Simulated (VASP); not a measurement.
Set up this calculation in VASP 6.6.1, as the native input.

```
Task                   : single point
Functional             : PBE
Dispersion             : D3(BJ)
Potentials or basis    : VASP PAW PBE potentials, release 64 (Be, S)
Cutoff                 : 520 eV
k mesh                 : 8 × 8 × 8
Occupations            : gaussian, width 0.1 eV
Spin                   : no spin polarisation
Dipole correction      : no
Further INCAR settings : ALGO = Normal; EDIFF = 1e-06; NBANDS = 11
```

The structure of BeS lies in POSCAR:

```
BeS
1.0
    0.0000000000      2.4351516489      2.4351516489
    2.4351516489      0.0000000000      2.4351516489
    2.4351516489      2.4351516489      0.0000000000
Be S
1 1
Direct
    0.0000000000      0.0000000000      0.0000000000
    0.7500000000      0.7500000000      0.7500000000
```

The input as run:

INCAR

```
PREC = Accurate ; ENCUT = 520
EDIFF = 1E-6 ; ISMEAR = 0
SIGMA = 0.1 ; LREAL = False
LASPH = True ; NELM = 60
ALGO = Normal ; ISIF = 2
LWAVE = False ; LCHARG = True
GGA = PE ; IVDW = 12
LELF = True ; LVHAR = True
NBANDS = 11
```

KPOINTS

```
Automatic mesh
0
Gamma
  8 8 8
```

Potentials or basis: VASP PAW PBE potentials, release 64 (Be, S).

Launch:

```bash
$ cat potpaw_PBE.64/Be/POTCAR potpaw_PBE.64/S/POTCAR > POTCAR
$ mpirun -np 1 vasp_std > vasp.out
```

Results of the run:

* Pressure: -3.1 GPa
* Band gap on the k mesh: 3.14 eV, indirect (least direct gap 5.67 eV)
* Dispersion energy per atom: -0.297 eV

Caveat: three body term missing.

It took 17 s on 1 thread of Intel Xeon 8259CL (shared host), peak memory 0.16 GiB.
